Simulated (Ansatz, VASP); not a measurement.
Bi2TeO4: VASP beside Ansatz

```xyz
7
Lattice="-3.3238 3.3238 3.3662 3.3238 -3.3238 3.3662 3.3238 3.3238 -3.3662" Properties=species:S:1:pos:R:3 pbc="T T T"
Bi    0.0000    3.3238    2.1307
Bi    3.3238    0.0000    2.1307
Te    0.0000    0.0000    4.6481
O     2.0081    2.0081    2.0258
O     1.3156    1.3156   -1.3405
O    -2.0081    2.0081    2.0258
O     2.0081   -2.0081    2.0258
```

Alike in both runs: functional PBE; k mesh 3 × 3 × 3; occupations gaussian, width 0.15 eV; no spin polarisation.

Ansatz relaxed the structure, and its values are those at the end. VASP's run is a single point on that final structure, the one shown.

|  | VASP | Ansatz |
| --- | --- | --- |
| version | VASP 6.6.1 | Ansatz 0.2.0 |
| potentials or method | VASP PAW PBE potentials, release 64 (Bi_d, Te, O), cutoff 520 eV | scalar-relativistic, plane waves, PAW |
| valence electrons in the cell | 60 | 70 |

Ansatz gave:

- gap on the k mesh at the Fermi level (eV): 0.58
- least direct gap on the mesh (eV): 0.58
- pressure (GPa): 0.2
- rms of the force components (eV/Å): 0.004

Q: Estimate VASP's values.

A: gap on the k mesh at the Fermi level (eV): 0.58; least direct gap on the mesh (eV): 0.58; pressure (GPa): 0.1; rms of the force components (eV/Å): 0.012.

VASP's potentials hold 60 valence electrons a cell and Ansatz's 70, so a difference there can come from the potentials and not from the codes.

The k mesh is coarse, so the values compare programs but aren't converged. Neither program's run includes spin-orbit coupling.
